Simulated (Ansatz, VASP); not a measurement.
**Two plane-wave programs on CdSb3O**

```
Cd Sb O
1.0
     6.50457    0.00000    0.00000
    -3.25228    5.63312    0.00000
     0.00000    0.00000    6.45415
Cd Sb O
2 6 2
Direct
  0.33333 0.66667 0.50000
  0.66667 0.33333 0.50000
  0.50000 0.00000 0.24220
  0.50000 0.50000 0.24220
  0.00000 0.50000 0.24220
  0.00000 0.50000 0.75780
  0.50000 0.50000 0.75780
  0.50000 0.00000 0.75780
  0.00000 0.00000 0.00000
  0.00000 0.00000 0.50000
```

Change from the starting cell: species swapped into the NaBPt3 type (P6/mmm, No. 191).

Alike in both runs: task single point; functional PBE; k mesh 3 × 3 × 4; occupations gaussian, width 0.1 eV; no spin polarisation.

|  | VASP | Ansatz |
| --- | --- | --- |
| version | VASP 6.6.1 | Ansatz 0.2.0 |
| potentials or method | VASP PAW PBE potentials, release 64 (Cd, Sb, O), cutoff 520 eV | scalar-relativistic, plane waves, PAW |
| valence electrons in the cell | 66 | 142 |

```csv
,VASP,Ansatz,Ansatz less VASP
gap on the k mesh at the Fermi level (eV),none,none,-
pressure (GPa),21.4,21.1,-0.26
"traceless stress, the component that is largest in VASP (GPa)",10.63,10.73,+0.100
rms of the force components (eV/Å),1.865,1.830,-0.0353
```

Atom by atom the forces differ by 0.035 eV/Å (rms over components). A gap of «none» marks a metal or a gap that the smearing closes. The functional is the same, so the differences come from potentials, cutoffs and numerics. VASP's potentials hold 66 valence electrons a cell and Ansatz's 142, so a difference there can come from the potentials and not from the codes.

The k mesh is coarse, so the values compare programs but aren't converged. Neither program's run includes spin-orbit coupling.
